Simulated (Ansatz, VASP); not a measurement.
## One calculation of V, two programs

INCAR

```
SYSTEM = V
ALGO = Normal
EDIFF = 1E-8
ENCUT = 520
GGA = PE
ISIF = 2
ISMEAR = -1
ISPIN = 2
LASPH = .True.
LCHARG = .False.
LEFG = .True.
LMAXMIX = 4
LORBIT = 11
LREAL = .False.
LWAVE = .False.
MAGMOM = 1.5
NBANDS = 16
NELM = 150
PREC = Accurate
SIGMA = 0.03
```

The input KPOINTS:

```
k-points
0
Gamma
  19 19 19
  0 0 0
```

POSCAR

```
V
1.0
   -1.5426742003      1.5426742003      1.5426742003
    1.5426742003     -1.5426742003      1.5426742003
    1.5426742003      1.5426742003     -1.5426742003
V
1
Direct
    0.0000000000      0.0000000000      0.0000000000
```

Input for Ansatz:

```yaml
crystal:
  lattice:
    - [-1.5426742003, 1.5426742003, 1.5426742003]
    - [1.5426742003, -1.5426742003, 1.5426742003]
    - [1.5426742003, 1.5426742003, -1.5426742003]
  atoms:
    - { symbol: V, position: [0.0, 0.0, 0.0], spin: 1.5 }
magnetization:
  spin_polarized: true
kpoints:
  mp_grid: { grid: [19, 19, 19] }
scf:
  occupations: { method: fermi_dirac, width: 0.03 }
hamiltonian:
  xc: pbe
  pseudopotentials: { kind: all_electron, datasets: crystal }
output:
  forces: true
  stress: true
  eigenvalues: true
  efg: { contact_densities: true }
```

Change from the starting cell: volume scaled by 1.06, crystal datasets.

Alike in both runs: task electric field gradients; functional PBE; k mesh 19 × 19 × 19; occupations fermi-dirac, width 0.03 eV; collinear spin.

|  | VASP | Ansatz |
| --- | --- | --- |
| version | VASP 6.6.1 | Ansatz 0.2.0 |
| potentials or method | VASP PAW PBE potentials, release 64 (V_sv), cutoff 520 eV | all-electron PAW with datasets made for the crystal, scalar-relativistic |

```csv
,VASP,Ansatz,Ansatz less VASP
pressure (GPa),-13.3,-13.6,-0.21
net moment per atom (μB),0.00,0.00,0.000
```

Ansatz ran all-electron here, and VASP with PAW potentials. Ansatz's warnings: seeded moment not kept.
